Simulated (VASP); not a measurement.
# Co (Im-3m) in VASP: notebook

Co is run at these levels: PBE; tasks: single point.

Everything below comes from runs of VASP 6.6.1. Logs are shortened: lines on timing, memory, paths and dates and some standing lists are left out, and cuts for length are marked.

## (1) The cell of the first run

Symmetry: Im-3m, No. 229, cubic system. Conventional cell: a = 2.812 Å, b = 2.812 Å, c = 2.812 Å, α = 90.00°, β = 90.00°, γ = 90.00°. Within 3.2 Å of Co (site symmetry m-3m) lie 14 Co at 2.43 to 2.81 Å.

## (2) Single point, PBE, collinear spin, ferromagnetic start

File INCAR:

```
SYSTEM = Co
ALGO = Normal ; EDIFF = 1E-6
ENCUT = 520 ; GGA = PE
ISIF = 2 ; ISMEAR = -1
ISPIN = 2 ; LASPH = .True.
LCHARG = .False. ; LMAXMIX = 4
LORBIT = 11 ; LREAL = .False.
LWAVE = .False. ; MAGMOM = 1.826
NBANDS = 14 ; NELM = 150
PREC = Accurate ; SIGMA = 0.1
```

File KPOINTS:

```
k-points
0
Gamma
  8 8 8
  0 0 0
```

File POSCAR:

```
Co
1.0
   -1.4058358652      1.4058358652      1.4058358652
    1.4058358652     -1.4058358652      1.4058358652
    1.4058358652      1.4058358652     -1.4058358652
Co
1
Direct
    0.0000000000      0.0000000000      0.0000000000
```

Potentials or basis: VASP PAW PBE potentials, release 64 (Co).

Launch:

```
$ cat potpaw_PBE.64/Co/POTCAR > POTCAR
$ mpirun -np 1 vasp_std > vasp.out
```

OUTCAR:

```text
SYSTEM = Co
   EDIFF = 1E-6
   ENCUT = 520
   GGA = PE
   ISIF = 2
   ISMEAR = -1
   ISPIN = 2
   LASPH = .True.
   LORBIT = 11
   LREAL = .False.
   NELM = 150
   PREC = Accurate

 ion  position               nearest neighbor table
   1  0.000  0.000  0.000-

  LATTYP: Found a body centered cubic cell.
 ALAT       =     2.8116717304

  Lattice vectors:

 A1 = (  -1.4058358652,   1.4058358652,   1.4058358652)
 A2 = (   1.4058358652,  -1.4058358652,   1.4058358652)
 A3 = (   1.4058358652,   1.4058358652,  -1.4058358652)

Analysis of symmetry for initial positions (statically):
=====================================================================
 Subroutine PRICEL returns:
 Original cell was already a primitive cell.

 Routine SETGRP: Setting up the symmetry group for a
 body centered cubic supercell.

 Subroutine GETGRP returns: Found 48 space group operations
 (whereof 48 operations were pure point group operations)
 out of a pool of 48 trial point group operations.

The static configuration has the point symmetry O_h .

Analysis of symmetry for dynamics (positions and initial velocities):
=====================================================================
 Subroutine PRICEL returns:
 Original cell was already a primitive cell.

 Routine SETGRP: Setting up the symmetry group for a
 body centered cubic supercell.

 Subroutine GETGRP returns: Found 48 space group operations
 (whereof 48 operations were pure point group operations)
 out of a pool of 48 trial point group operations.

The dynamic configuration has the point symmetry O_h .

Analysis of structural, dynamic, and magnetic symmetry:
=====================================================================
 Subroutine PRICEL returns:
 Original cell was already a primitive cell.

 Routine SETGRP: Setting up the symmetry group for a
 body centered cubic supercell.

 Subroutine GETGRP returns: Found 48 space group operations
 (whereof 48 operations were pure point group operations)
 out of a pool of 48 trial point group operations.

The overall configuration has the point symmetry O_h .

 Subroutine INISYM returns: Found 48 space group operations
 (whereof 48 operations are pure point group operations),
 and found     1 'primitive' translations

----------------------------------------------------------------------------------------

                                     Primitive cell

  volume of cell :      11.1138

  direct lattice vectors                    reciprocal lattice vectors
    -1.405835865  1.405835865  1.405835865     0.000000000  0.355660296  0.355660296
[... 115 lines left out ...]
 spin polarized calculation
  energy-cutoff  :      520.00
  volume of cell :       11.11
 maximum number of plane-waves:       321
   NGX =  9   NGY =  9   NGZ =  9

 number of electron       8.9999994 magnetization       1.7969490

 Free energy of the ion-electron system (eV)
  ---------------------------------------------------
  ext. energy  EPLUGINS =         0.00000000
  ---------------------------------------------------
  free energy    TOTEN  =        -6.98694546 eV

  energy without entropy =       -6.94379458  energy(sigma->0) =       -6.96537002

 E-fermi :  10.2578     XC(G=0): -13.2683

 val. band max:       10.2566769353   @ k =   0.2500   0.1250   0.0000
 cond. band min:      10.2755306043   @ k =  -0.3750   0.3750   0.3750
 fundamental gap:      0.0188536690
 Fermi energy:        10.2577619583

 spin component 1

 k-point     1 :       0.0000    0.0000    0.0000
  band No.  band energies     occupation
      1       1.1180      1.00000
      2       7.2101      1.00000
      3       7.2101      1.00000
      4       7.2101      1.00000
      5       8.2703      1.00000
      6       8.2703      1.00000
      7      35.3975      0.00000
      8      35.3975      0.00000
      9      35.3975      0.00000
     10      40.4983      0.00000
     11      40.4983      0.00000
     12      42.1835      0.00000
     13      42.1835      0.00000
     14      42.1835      0.00000
[... 379 lines left out ...]
      3       7.6321      1.00000
      4       8.0103      1.00000
      5       9.0361      1.00000
      6      11.6709      0.00000
      7      21.2702      0.00000
      8      24.3157      0.00000
      9      27.2017      0.00000
     10      30.7167      0.00000
     11      40.3527      0.00000
     12      42.6962      0.00000
     13      44.7592      0.00000
     14      47.1510      0.00000

 [... further k-points ...]

 spin component 2

 k-point     1 :       0.0000    0.0000    0.0000
  band No.  band energies     occupation
      1       1.1891      1.00000
      2       8.8029      1.00000
      3       8.8029      1.00000
      4       8.8029      1.00000
      5      10.6169      0.02682
      6      10.6169      0.02681
      7      35.1828      0.00000
      8      35.1828      0.00000
      9      35.1828      0.00000
     10      40.5965      0.00000
     11      40.5966      0.00000
     12      42.9599      0.00000
     13      42.9599      0.00000
     14      42.9613      0.00000
[... 379 lines left out ...]
      3       9.1873      0.99998
      4       9.6832      0.99681
      5      10.8073      0.00409
      6      12.8960      0.00000
      7      21.8381      0.00000
      8      24.7005      0.00000
      9      27.6679      0.00000
     10      31.0699      0.00000
     11      40.8963      0.00000
     12      42.9546      0.00000
     13      45.6329      0.00000
     14      50.4109      0.00000

 [... further k-points ...]
[... 5 lines left out ...]
  --------------------------------------------------------------------------------------
  -------------------------------------------------------------------------------------
  Total       -0.0201346     -0.0201346     -0.0201346     -0.0000000      0.0000000      0.0000000
  in kB       -2.9026112     -2.9026112     -2.9026112     -0.0000000      0.0000000      0.0000000
  external PRESSURE =      -2.9026112 kB  Pullay stress =       0.0000000 kB

 VOLUME and BASIS-vectors are now :
 -----------------------------------------------------------------------------
  energy-cutoff  :      520.00
  volume of cell :       11.11
      direct lattice vectors                 reciprocal lattice vectors
    -1.405835865  1.405835865  1.405835865     0.000000000  0.355660296  0.355660296
     1.405835865 -1.405835865  1.405835865     0.355660296  0.000000000  0.355660296
     1.405835865  1.405835865 -1.405835865     0.355660296  0.355660296  0.000000000

 POSITION                                       TOTAL-FORCE (eV/Angst)
 -----------------------------------------------------------------------------------
      0.00000      0.00000      0.00000        -0.000000     -0.000000      0.000000
 -----------------------------------------------------------------------------------
    total drift:                                0.000000     -0.000000      0.000000

  FREE ENERGIE OF THE ION-ELECTRON SYSTEM (eV)
  ---------------------------------------------------
  free  energy   TOTEN  =        -6.9869454649 eV

  energy  without entropy=       -6.9437945802  energy(sigma->0) =       -6.96537002

 total charge

# of ion       s       p       d       tot
------------------------------------------
    1        0.482   0.515   7.223   8.220

 magnetization (x)

# of ion       s       p       d       tot
------------------------------------------
    1       -0.001  -0.039   1.854   1.814
```

stdout:

```text
POSCAR found type information on POSCAR Co
 POSCAR found :  1 types and       1 ions
 scaLAPACK will be used
 LDA part: xc-table for (Slater+PW92), standard interpolation
 POSCAR, INCAR and KPOINTS ok, starting setup
 FFT: planning ... GRIDC
 FFT: planning ... GRID_SOFT
 FFT: planning ... GRID
 WAVECAR not read
 entering main loop
```

Wall time 21 s (1 thread of AMD EPYC 7R13, shared host); peak memory 0.1 GiB.

What came out:

| Quantity | Value |
| --- | --- |
| Free energy | -6.9869 eV |
| Pressure | -0.3 GPa |
| Net moment | 1.80 μB per cell |
| Site moments | Co +1.81 μB |
| Valence electrons inside the program's atomic spheres | Co 8.22 |

Levels at points of the mesh, in eV from the Fermi level:
Spin up:
```
           k point  band 1  band 2  band 3  band 4  band 5  band 6  band 7  band 8  band 9  band 10
(0.00, 0.00, 0.00)   -9.14   -3.05   -3.05   -3.05   -1.99   -1.99   25.14   25.14   25.14    30.24
(0.50, 0.00, 0.00)   -5.44   -4.01   -1.93   -1.83   -0.65   -0.09    6.24   18.19   19.56    23.13
(0.50, 0.50, 0.50)   -5.34   -5.34   -0.89   -0.89   -0.89    9.35    9.35    9.35   14.99    14.99
```
Spin down:
| k point | band 1 | band 2 | band 3 | band 4 | band 5 | band 6 | band 7 | band 8 |
| --- | --- | --- | --- | --- | --- | --- | --- | --- |
| (0.00, 0.00, 0.00) | -9.07 | -1.45 | -1.45 | -1.45 | 0.36 | 0.36 | 24.93 | 24.93 |
| (0.50, 0.00, 0.00) | -4.35 | -2.57 | -0.07 | 0.22 | 0.57 | 1.19 | 7.30 | 18.22 |
| (0.50, 0.50, 0.50) | -3.73 | -3.73 | 0.92 | 0.92 | 0.92 | 9.49 | 9.49 | 9.49 |

Caveat: the k points lie up to 0.40 Å⁻¹ apart.

## (3) Single point, PBE

This run uses another cell than the first one, of 10.58 Å³/atom, 0.952 times its volume.

File INCAR:

```
SYSTEM = Co
ALGO = Normal ; EDIFF = 1E-6
ENCUT = 520 ; GGA = PE
ISIF = 2 ; ISMEAR = -1
LASPH = .TRUE. ; LCHARG = .FALSE.
LREAL = .FALSE. ; LWAVE = .FALSE.
NBANDS = 10 ; NELM = 100
PREC = Accurate ; SIGMA = 0.1
```

File KPOINTS:

```
k-points
0
G
  16 16 16
  0 0 0
```

File POSCAR:

```
Co
1.0
   -1.3829513651      1.3829513651      1.3829513651
    1.3829513651     -1.3829513651      1.3829513651
    1.3829513651      1.3829513651     -1.3829513651
Co
1
Direct
    0.0000000000      0.0000000000      0.0000000000
```

Potentials or basis: VASP PAW PBE potentials, release 64 (Co).

Launch:

```
$ cat potpaw_PBE.64/Co/POTCAR > POTCAR
$ mpirun -np 1 vasp_std > vasp.out
```

Run time: 11 s. Hardware: 1 thread of Intel Xeon 6975P-C, shared host; peak memory 0.13 GiB.

The run converged. Its results:

```
Free energy : -6.6597 eV
Pressure    : -0.7 GPa
```

Levels at points of the mesh, in eV from the Fermi level:
| k point | band 1 | band 2 | band 3 | band 4 | band 5 | band 6 | band 7 | band 8 | band 9 | band 10 |
| --- | --- | --- | --- | --- | --- | --- | --- | --- | --- | --- |
| (0.00, 0.00, 0.00) | -8.90 | -1.82 | -1.82 | -1.82 | -0.28 | -0.28 | 26.05 | 26.05 | 26.05 | 31.67 |
| (0.50, 0.00, 0.00) | -4.62 | -2.94 | -0.32 | -0.08 | 0.41 | 0.89 | 7.72 | 19.16 | 21.04 | 24.57 |
| (0.50, 0.50, 0.50) | -4.27 | -4.27 | 0.62 | 0.62 | 0.62 | 10.28 | 10.28 | 10.28 | 16.43 | 16.43 |

Caveat: the run has no spin polarisation, though such a crystal can be magnetic.
